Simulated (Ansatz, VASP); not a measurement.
Ru: VASP beside Ansatz

```
CELL_PARAMETERS angstrom
2.70580 0.00000 0.00000
-1.35290 2.34329 0.00000
0.00000 0.00000 4.19626
ATOMIC_POSITIONS crystal
Ru 0.66667 0.33333 0.75000
Ru 0.33333 0.66667 0.25000
```

Change from the starting cell: strain_z = -0.02.

Alike in both runs: task single point; functional PBEsol; k mesh 11 × 11 × 6; occupations fermi-dirac, width 0.05 eV; no spin polarisation.

|  | VASP | Ansatz |
| --- | --- | --- |
| version | VASP 6.6.1 | Ansatz 0.2.0 |
| potentials or method | VASP PAW PBE potentials, release 64 (Ru_pv), cutoff 500 eV | all-electron LAPW, scalar-relativistic |

|  | VASP | Ansatz | Ansatz less VASP |
| --- | --- | --- | --- |
| gap on the k mesh at the Fermi level (eV) | none | none | - |
| pressure (GPa) | 1.0 | 1.0 | -0.02 |
| traceless stress, the component that is largest in VASP (GPa) | 6.34 | 6.33 | -0.010 |

VASP's potentials were made for PBE, not for PBEsol. A gap of «none» marks a metal or a gap that the smearing closes. Ansatz ran all-electron here, and VASP with PAW potentials.
